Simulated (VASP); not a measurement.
# SnTe2 (Fm-3m) in VASP: notebook

Aim: see how the results for SnTe2 move with the level of theory and the settings. Levels: PBE, r2SCAN. Tasks: single point, relaxation of cell and atoms.

Everything below comes from runs of VASP 6.6.1. Logs are shortened: lines on timing, memory, paths and dates and some standing lists are left out, and cuts for length are marked.

**1. The cell of the first run**

The structure is cubic, space group Fm-3m (No. 225). Conventional cell: a = 7.402 Å, b = 7.402 Å, c = 7.402 Å, α = 90.00°, β = 90.00°, γ = 90.00°. Within 4.2 Å of Sn (site symmetry m-3m) lie 8 Te at 3.21 Å. Te (site symmetry -43m) has 4 Sn at 3.21 Å and 6 Te at 3.70 Å within 4.2 Å.

**2. Single point, PBE**

The input, INCAR:

```
ALGO = Normal
EDIFF = 1E-6
ENCUT = 520
GGA = PE
ISIF = 2
ISMEAR = -1
LASPH = True
LCHARG = False
LREAL = False
LWAVE = False
NBANDS = 20
NELM = 100
PREC = Accurate
SIGMA = 0.02
```

The input, KPOINTS:

```
k-points
0
Gamma
  6 6 6
```

The input, POSCAR:

```
SnTe2
1.0
    0.0000000000      3.7010376710      3.7010376710
    3.7010376710      0.0000000000      3.7010376710
    3.7010376710      3.7010376710      0.0000000000
Sn Te
1 2
Direct
    0.0000000000      0.0000000000      0.0000000000
    0.2500000000      0.2500000000      0.2500000000
    0.7500000000      0.7500000000      0.7500000000
```

Potentials or basis: VASP PAW PBE potentials, release 64 (Sn_d, Te).

Started as:

```sh
$ cat potpaw_PBE.64/Sn_d/POTCAR potpaw_PBE.64/Te/POTCAR > POTCAR
$ mpirun -np 1 vasp_std > vasp.out
```

OUTCAR:

```text
EDIFF = 1E-6
   ENCUT = 520
   GGA = PE
   ISIF = 2
   ISMEAR = -1
   LASPH = True
   LREAL = False
   NELM = 100
   PREC = Accurate

 ion  position               nearest neighbor table
   1  0.000  0.000  0.000-   3 3.21   3 3.21   3 3.21   2 3.21   3 3.21   2 3.21   2 3.21   2 3.21

   2  0.250  0.250  0.250-   1 3.21   1 3.21   1 3.21   1 3.21
   3  0.750  0.750  0.750-   1 3.21   1 3.21   1 3.21   1 3.21

  LATTYP: Found a face centered cubic cell.
 ALAT       =     7.4020753420

  Lattice vectors:

 A1 = (   0.0000000000,   3.7010376710,   3.7010376710)
 A2 = (   3.7010376710,   0.0000000000,   3.7010376710)
 A3 = (   3.7010376710,   3.7010376710,   0.0000000000)

Analysis of symmetry for initial positions (statically):
=====================================================================
 Subroutine PRICEL returns:
 Original cell was already a primitive cell.

 Routine SETGRP: Setting up the symmetry group for a
 face centered cubic supercell.

 Subroutine GETGRP returns: Found 48 space group operations
 (whereof 48 operations were pure point group operations)
 out of a pool of 48 trial point group operations.

The static configuration has the point symmetry O_h .

Analysis of symmetry for dynamics (positions and initial velocities):
=====================================================================
 Subroutine PRICEL returns:
 Original cell was already a primitive cell.

 Routine SETGRP: Setting up the symmetry group for a
 face centered cubic supercell.

 Subroutine GETGRP returns: Found 48 space group operations
 (whereof 48 operations were pure point group operations)
 out of a pool of 48 trial point group operations.

The dynamic configuration has the point symmetry O_h .

 Subroutine INISYM returns: Found 48 space group operations
 (whereof 48 operations are pure point group operations),
 and found     1 'primitive' translations

----------------------------------------------------------------------------------------

                                     Primitive cell

  volume of cell :     101.3913

  direct lattice vectors                    reciprocal lattice vectors
     0.000000000  3.701037671  3.701037671    -0.135097247  0.135097247  0.135097247
     3.701037671  0.000000000  3.701037671     0.135097247 -0.135097247  0.135097247
     3.701037671  3.701037671  0.000000000     0.135097247  0.135097247 -0.135097247

  length of vectors
     5.234057669  5.234057669  5.234057669     0.233995296  0.233995296  0.233995296

  position of ions in fractional coordinates (direct lattice)
     0.000000000  0.000000000  0.000000000
     0.250000000  0.250000000  0.250000000
     0.750000000  0.750000000  0.750000000

  ion indices of the primitive-cell ions
   primitive index   ion index
                 1           1
                 2           2
                 3           3

----------------------------------------------------------------------------------------

 KPOINTS: k-points

Automatic generation of k-mesh.
 Grid dimensions read from file:
 generate k-points for:    6    6    6

 Generating k-lattice:

  Cartesian coordinates                     Fractional coordinates (reciprocal lattice)
    -0.022516208  0.022516208  0.022516208     0.166666667  0.000000000  0.000000000
     0.022516208 -0.022516208  0.022516208     0.000000000  0.166666667  0.000000000
     0.022516208  0.022516208 -0.022516208     0.000000000  0.000000000  0.166666667

  Length of vectors
     0.038999216  0.038999216  0.038999216

  Shift w.r.t. Gamma in fractional coordinates (k-lattice)
     0.000000000  0.000000000  0.000000000

 Subroutine IBZKPT returns following result:
 ===========================================

 Found     16 irreducible k-points:

 Following reciprocal coordinates:
            Coordinates               Weight
  0.000000  0.000000  0.000000      1.000000
  0.166667  0.000000  0.000000      8.000000
  0.333333  0.000000  0.000000      8.000000
  0.500000  0.000000  0.000000      4.000000
  0.166667  0.166667  0.000000      6.000000
  0.333333  0.166667  0.000000     24.000000
[... 8 lines left out ...]
 -0.333333  0.333333  0.166667     24.000000
 -0.333333  0.500000  0.166667     12.000000
   k-points           NKPTS =     16   k-points in BZ     NKDIM =     16   number of bands    NBANDS=     20
   number of dos      NEDOS =    301   number of ions     NIONS =      3
   total plane-waves  NPLWV =  64000
   dimension x,y,z NGX =    40 NGY =   40 NGZ =   40
   dimension x,y,z NGXF=    80 NGYF=   80 NGZF=   80
   ions per type =               1   2
   NGX,Y,Z   is equivalent  to a cutoff of  12.70, 12.70, 12.70 a.u.
   NGXF,Y,Z  is equivalent  to a cutoff of  25.41, 25.41, 25.41 a.u.
 SYSTEM =  unknown system
   PREC   = accura    normal or accurate (medium, high low for compatibility)
   ISTART =      0    job   : 0-new  1-cont  2-samecut
   ICHARG =      2    charge: 1-file 2-atom 10-const
   ISPIN  =      1    spin polarized calculation?
   LNONCOLLINEAR =      F non collinear calculations
   LSORBIT =      F    spin-orbit coupling
   LASPH  =      T    aspherical Exc in radial PAW
   ENCUT  =  520.0 eV  38.22 Ry    6.18 a.u.   9.73  9.73  9.73*2*pi/ulx,y,z
   NELM   =    100;   NELMIN=  2; NELMDL= -5     # of ELM steps
   EDIFF  = 0.1E-05   stopping-criterion for ELM
   LREAL  =      F    real-space projection
[... 7 lines left out ...]
   TEBEG  =    0.0;   TEEND  =   0.0 temperature during run
   PSTRESS=    0.0 pullay stress
   NELECT =      26.0000    total number of electrons
   NUPDOWN=      -1.0000    fix difference up-down
   EMIN   =  10.00;   EMAX   =-10.00  energy-range for DOS
   EFERMI =   0.00;   METHOD = LEGACY
   ISMEAR =    -1;   SIGMA  =   0.02  broadening in eV -4-tet -1-fermi 0-gaus
   EFERMI_NEDOS =   21; number of points for ismear=-14 and -15
   IALGO  =     38    algorithm
   IMIX   =      4    mixing-type and parameters
     AMIX     =   0.40;   BMIX     =  1.00
     AMIX_MAG =   1.60;   BMIX_MAG =  1.00
  volume/ion in A,a.u.               =      33.80       228.07
  Fermi-wavevector in a.u.,A,eV,Ry     =   1.040078  1.965462 14.718260  1.081762
  Thomas-Fermi vector in A             =   2.174637
   LORBIT       =      0    0 simple, 1 ext, 2 COOP (PROOUT), +10 PAW based schemes
   GGA     = PE    functional components
   LHFCALC =     F    Hartree Fock is set to
   AEXX    =    0.0000 exact exchange contribution
   IVDW    =     0    specifies the selected vdW correction
   LEPSILON=     F    determine dielectric tensor
   LRPA    =     F    only Hartree local field effects (RPA)
 non-spin polarized calculation
  energy-cutoff  :      520.00
  volume of cell :      101.39
 maximum number of plane-waves:      2764
   NGX = 19   NGY = 19   NGZ = 19

 number of electron      26.0000004 magnetization

 Free energy of the ion-electron system (eV)
  ---------------------------------------------------
  ext. energy  EPLUGINS =         0.00000000
  ---------------------------------------------------
  free energy    TOTEN  =        -9.75341246 eV

  energy without entropy =       -9.74901511  energy(sigma->0) =       -9.75121379

 E-fermi :   5.5567     XC(G=0):  -9.0771

 val. band max:        5.5338431431   @ k =   0.5000   0.3333   0.0000
 cond. band min:       5.6015402786   @ k =   0.3333   0.3333   0.0000
 fundamental gap:      0.0676971355
 Fermi energy:         5.5567259877

 k-point     1 :       0.0000    0.0000    0.0000
  band No.  band energies     occupation
      1     -15.7875      2.00000
      2     -15.7875      2.00000
      3     -15.7875      2.00000
      4     -15.7766      2.00000
      5     -15.7766      2.00000
      6      -6.8066      2.00000
[... 12 lines left out ...]
     19      10.3324      0.00000
     20      11.2072      0.00000

 k-point     2 :       0.1667    0.0000    0.0000
  band No.  band energies     occupation
      1     -15.7880      2.00000
      2     -15.7871      2.00000
      3     -15.7871      2.00000
      4     -15.7766      2.00000
      5     -15.7766      2.00000
      6      -6.6370      2.00000
[... 12 lines left out ...]
     19      11.0282      0.00000
     20      11.9550      0.00000

 k-point     3 :       0.3333    0.0000    0.0000
  band No.  band energies     occupation
      1     -15.7890      2.00000
      2     -15.7864      2.00000
      3     -15.7864      2.00000
      4     -15.7765      2.00000
      5     -15.7765      2.00000
      6      -6.1513      2.00000
[... 12 lines left out ...]
     19      12.3386      0.00000
     20      12.3386      0.00000

 k-point     4 :       0.5000    0.0000    0.0000
  band No.  band energies     occupation
      1     -15.7896      2.00000
      2     -15.7861      2.00000
      3     -15.7861      2.00000
      4     -15.7765      2.00000
      5     -15.7765      2.00000
      6      -5.5150      2.00000
[... 12 lines left out ...]
     19      11.9443      0.00000
     20      11.9443      0.00000

 k-point     5 :       0.1667    0.1667    0.0000
  band No.  band energies     occupation
      1     -15.7886      2.00000
      2     -15.7868      2.00000
      3     -15.7868      2.00000
      4     -15.7768      2.00000
      5     -15.7764      2.00000
      6      -6.5843      2.00000
[... 12 lines left out ...]
     19      11.3918      0.00000
     20      12.4185      0.00000
[... 169 lines left out ...]
      6      -5.6074      2.00000
[... 12 lines left out ...]
     19      11.8521      0.00000
     20      13.0240      0.00000

 k-point    14 :       0.5000    0.3333    0.1667
  band No.  band energies     occupation
      1     -15.7895      2.00000
      2     -15.7865      2.00000
      3     -15.7853      2.00000
      4     -15.7769      2.00000
      5     -15.7763      2.00000
      6      -5.8085      2.00000
[... 12 lines left out ...]
     19      12.3610      0.00000
     20      13.2808      0.00000

 k-point    15 :      -0.3333    0.3333    0.1667
  band No.  band energies     occupation
      1     -15.7885      2.00000
      2     -15.7877      2.00000
      3     -15.7849      2.00000
      4     -15.7769      2.00000
      5     -15.7763      2.00000
      6      -5.2916      2.00000
[... 12 lines left out ...]
     19      12.8329      0.00000
     20      13.4146      0.00000

 k-point    16 :      -0.3333    0.5000    0.1667
  band No.  band energies     occupation
      1     -15.7901      2.00000
      2     -15.7864      2.00000
      3     -15.7845      2.00000
      4     -15.7771      2.00000
      5     -15.7761      2.00000
      6      -5.4154      2.00000
[... 12 lines left out ...]
     19      12.9112      0.00000
     20      12.9381      0.00000

------------------------ aborting loop because EDIFF is reached ----------------------------------------

  FORCE on cell =-STRESS in cart. coord.  units (eV):
  Direction    XX          YY          ZZ          XY          YZ          ZX
  --------------------------------------------------------------------------------------
  -------------------------------------------------------------------------------------
  Total        0.3219829      0.3219829      0.3219829      0.0000000     -0.0000000     -0.0000000
  in kB        5.0879509      5.0879509      5.0879509      0.0000000     -0.0000000     -0.0000000
  external PRESSURE =       5.0879509 kB  Pullay stress =       0.0000000 kB

 VOLUME and BASIS-vectors are now :
 -----------------------------------------------------------------------------
  energy-cutoff  :      520.00
  volume of cell :      101.39
      direct lattice vectors                 reciprocal lattice vectors
     0.000000000  3.701037671  3.701037671    -0.135097247  0.135097247  0.135097247
     3.701037671  0.000000000  3.701037671     0.135097247 -0.135097247  0.135097247
     3.701037671  3.701037671  0.000000000     0.135097247  0.135097247 -0.135097247

 POSITION                                       TOTAL-FORCE (eV/Angst)
 -----------------------------------------------------------------------------------
      0.00000      0.00000      0.00000         0.000000     -0.000000      0.000000
      1.85052      1.85052      1.85052        -0.000000     -0.000000     -0.000000
      5.55156      5.55156      5.55156         0.000000      0.000000      0.000000
 -----------------------------------------------------------------------------------
    total drift:                               -0.000000      0.000000      0.000000

  FREE ENERGIE OF THE ION-ELECTRON SYSTEM (eV)
  ---------------------------------------------------
  free  energy   TOTEN  =        -9.7534124646 eV

  energy  without entropy=       -9.7490151148  energy(sigma->0) =       -9.75121379
```

Wall time 17 s (1 thread of AMD EPYC 9R45 (Zen 5), shared host); peak memory 0.21 GiB.

What came out:

```
Free energy            : -9.7534 eV
Pressure               : 0.5 GPa
Band gap on the k mesh : zero (band 13 reaches 6.15 eV, above the bottom of band 14 at 4.14 eV)
```

Levels at points of the mesh, in eV from the Fermi level:
| k point | band 11 | band 12 | band 13 | band 14 | band 15 | band 16 |
| --- | --- | --- | --- | --- | --- | --- |
| (0.00, 0.00, 0.00) | -2.64 | -1.41 | -1.41 | -1.41 | 1.61 | 1.61 |
| (0.50, 0.00, 0.00) | -2.48 | -1.87 | -1.87 | 0.68 | 3.21 | 3.21 |
| (0.50, 0.50, 0.00) | -1.67 | 0.47 | 0.47 | 1.09 | 2.13 | 4.14 |

Caveat: spin-orbit coupling is left out, which moves the levels of the heavy elements.

**3. Single point, PBE**

This run uses another cell than the first one, of 34.29 Å³/atom, 1.015 times its volume.

The input, INCAR:

```
SYSTEM = SnTe2
PREC = Accurate ; ENCUT = 520
EDIFF = 1E-6 ; ISMEAR = -1
SIGMA = 0.02 ; LREAL = .FALSE.
LASPH = .TRUE. ; NELM = 60
ALGO = Normal ; ISIF = 2
LWAVE = .FALSE. ; LCHARG = .FALSE.
GGA = PE ; NBANDS = 20
```

The input, KPOINTS:

```
regular mesh
0
G
  6 6 6
  0 0 0
```

The input, POSCAR:

```
SnTe2
1.0
    0.0000000000      3.7188804380      3.7188804380
    3.7188804380      0.0000000000      3.7188804380
    3.7188804380      3.7188804380      0.0000000000
Sn Te
1 2
Direct
    0.0000000000      0.0000000000      0.0000000000
    0.2500000000      0.2500000000      0.2500000000
    0.7500000000      0.7500000000      0.7500000000
```

Potentials or basis: VASP PAW PBE potentials, release 64 (Sn_d, Te).

Started as:

```sh
$ cat potpaw_PBE.64/Sn_d/POTCAR potpaw_PBE.64/Te/POTCAR > POTCAR
$ mpirun -np 1 vasp_std > vasp.out
```

It took 18 s on 1 thread of AMD EPYC 9R45 (Zen 5), shared host; peak memory 0.21 GiB.

Results (log left out):

* Free energy: -9.7558 eV
* Pressure: 0.0 GPa
* Band gap on the k mesh: zero (band 13 reaches 5.98 eV, above the bottom of band 14 at 4.01 eV)

Levels at points of the mesh, in eV from the Fermi level:
| k point | band 11 | band 12 | band 13 | band 14 | band 15 | band 16 |
| --- | --- | --- | --- | --- | --- | --- |
| (0.00, 0.00, 0.00) | -2.59 | -1.38 | -1.38 | -1.38 | 1.62 | 1.62 |
| (0.50, 0.00, 0.00) | -2.45 | -1.83 | -1.83 | 0.65 | 3.19 | 3.19 |
| (0.50, 0.50, 0.00) | -1.65 | 0.45 | 0.45 | 1.06 | 2.09 | 4.10 |

Caveat: spin-orbit coupling is left out, which moves the levels of the heavy elements.

**4. Single point, r2SCAN**

The input, POSCAR:

```
SnTe2
1.0
    0.0000000000      3.7010376710      3.7010376710
    3.7010376710      0.0000000000      3.7010376710
    3.7010376710      3.7010376710      0.0000000000
Sn Te
1 2
Direct
    0.0000000000      0.0000000000      0.0000000000
    0.2500000000      0.2500000000      0.2500000000
    0.7500000000      0.7500000000      0.7500000000
```

The input, INCAR.step1:

```
SYSTEM = SnTe2
PREC = Accurate
ENCUT = 520
ISMEAR = -1
SIGMA = 0.02
LREAL = .False.
LASPH = .True.
NELM = 100
NBANDS = 20
GGA = PE
ALGO = Normal
EDIFF = 1E-4
LWAVE = .True.
LCHARG = .False.
```

The input, INCAR.step2:

```
SYSTEM = SnTe2
PREC = Accurate
ENCUT = 520
EDIFF = 1E-6
ISMEAR = -1
SIGMA = 0.02
LREAL = .False.
LASPH = .True.
NELM = 100
ALGO = Normal
ISIF = 2
LWAVE = .False.
LCHARG = .False.
METAGGA = R2SCAN
LMIXTAU = .True.
NBANDS = 20
ISTART = 1
```

The input, KPOINTS:

```
Automatic mesh
0
Gamma
  6 6 6
  0 0 0
```

Started as:

```sh
$ cat potpaw_PBE.64/Sn_d/POTCAR potpaw_PBE.64/Te/POTCAR > POTCAR
$ cp INCAR.step1 INCAR
$ mpirun -np 1 vasp_std > vasp.out
$ cp INCAR.step2 INCAR
$ mpirun -np 1 vasp_std > vasp.out
```

Run time: 80 s. Hardware: 1 thread of AMD EPYC 9R45 (Zen 5), shared host; peak memory 0.24 GiB.

It converged, with:

```yaml
Free_energy: -74.9639 eV
Pressure: 0.0 GPa
Band_gap_on_the_k_mesh: zero (band 13 reaches 6.00 eV, above the bottom of band 14 at 3.91 eV)
```

Levels at points of the mesh, in eV from the Fermi level:
```tsv
k point	band 9	band 10	band 11	band 12	band 13	band 14	band 15	band 16	band 17	band 18
(0.00, 0.00, 0.00)	-2.76	-2.76	-2.76	-1.47	-1.47	-1.47	1.82	1.82	1.82	5.23
(0.50, 0.00, 0.00)	-3.08	-3.08	-2.50	-1.94	-1.94	0.81	3.49	3.49	4.80	6.15
(0.50, 0.50, 0.00)	-4.46	-4.46	-1.62	0.48	0.48	1.13	2.49	4.45	4.45	5.85
```

Caveat: the PAW data sets were made with another functional, which shifts forces and pressure a little; spin-orbit coupling is left out, which moves the levels of the heavy elements.

**5. Single point, r2SCAN**

POSCAR is that of step 4.

The input, INCAR.step1:

```
ALGO = Normal
EDIFF = 1E-4
ENCUT = 520
GGA = PE
ISMEAR = -1
LASPH = True
LCHARG = False
LREAL = False
LWAVE = True
NBANDS = 20
NELM = 80
PREC = Accurate
SIGMA = 0.02
```

The input, INCAR.step2:

```
ALGO = Normal
EDIFF = 1E-6
ENCUT = 520
ISIF = 2
ISMEAR = -1
ISTART = 1
LASPH = True
LCHARG = False
LMIXTAU = True
LREAL = False
LWAVE = False
METAGGA = R2SCAN
NBANDS = 20
NELM = 80
PREC = Accurate
SIGMA = 0.02
```

The input, KPOINTS:

```
k-points
0
Gamma
  6 6 6
```

Started as:

```sh
$ cat potpaw_PBE.64/Sn_d/POTCAR potpaw_PBE.64/Te/POTCAR > POTCAR
$ cp INCAR.step1 INCAR
$ mpirun -np 1 vasp_std > vasp.out
$ cp INCAR.step2 INCAR
$ mpirun -np 1 vasp_std > vasp.out
```

It took 79 s on 1 thread of AMD EPYC 9R45 (Zen 5), shared host; peak memory 0.24 GiB.

It converged, with:

```
Free energy            : -74.9639 eV
Pressure               : 0.0 GPa
Band gap on the k mesh : zero (band 13 reaches 6.00 eV, above the bottom of band 14 at 3.91 eV)
```

Levels at points of the mesh, in eV from the Fermi level:
```tsv
k point	band 9	band 10	band 11	band 12	band 13	band 14	band 15	band 16	band 17	band 18
(0.00, 0.00, 0.00)	-2.76	-2.76	-2.76	-1.47	-1.47	-1.47	1.82	1.82	1.82	5.23
(0.50, 0.00, 0.00)	-3.08	-3.08	-2.50	-1.94	-1.94	0.81	3.49	3.49	4.80	6.15
(0.50, 0.50, 0.00)	-4.46	-4.46	-1.62	0.48	0.48	1.13	2.49	4.45	4.45	5.85
```

Caveat: the PAW data sets were made with another functional, which shifts forces and pressure a little; spin-orbit coupling is left out, which moves the levels of the heavy elements.

(Continued in part 2 of 2.)
